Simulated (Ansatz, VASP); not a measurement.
Two plane-wave programs on CrIr3

```
Cr Ir
1.0
     3.81414    0.00000    0.00000
     0.00000    3.81414    0.00000
     0.00000    0.00000    3.81414
Cr Ir
1 3
Direct
  0.00000 0.00000 0.00000
  0.00000 0.50000 0.50000
  0.50000 0.50000 0.00000
  0.50000 0.00000 0.50000
```

Alike in both runs: task single point; functional LDA; k mesh 8 × 8 × 8; occupations fermi-dirac, width 0.05 eV; collinear spin.

|  | VASP | Ansatz |
| --- | --- | --- |
| version | VASP 6.6.1 | Ansatz 0.2.0 |
| potentials or method | VASP PAW LDA potentials, release 64 (Cr_pv, Ir) | PAW with Ansatz's default frozen-core files, scalar-relativistic |
| plane-wave cutoff (eV) | 520 | 420 |
| valence electrons in the cell | 39 | 65 |

Ansatz gave:

| Property | Result |
| --- | --- |
| net moment per atom (μB) | 0.30 |
| size of the moment on the site where the two differ most (μB) | 1.52 |

Estimate VASP's values.

net moment per atom (μB): 0.29; size of the moment on the site where the two differ most (μB): 1.48.

LDA's correlation is that of Perdew and Zunger in VASP and of Perdew and Wang (1992) in Ansatz. Site moments also hang on the region over which each program counts them. VASP's potentials hold 39 valence electrons a cell and Ansatz's 65, so a difference there can come from the potentials and not from the codes.

Neither program's run includes spin-orbit coupling.
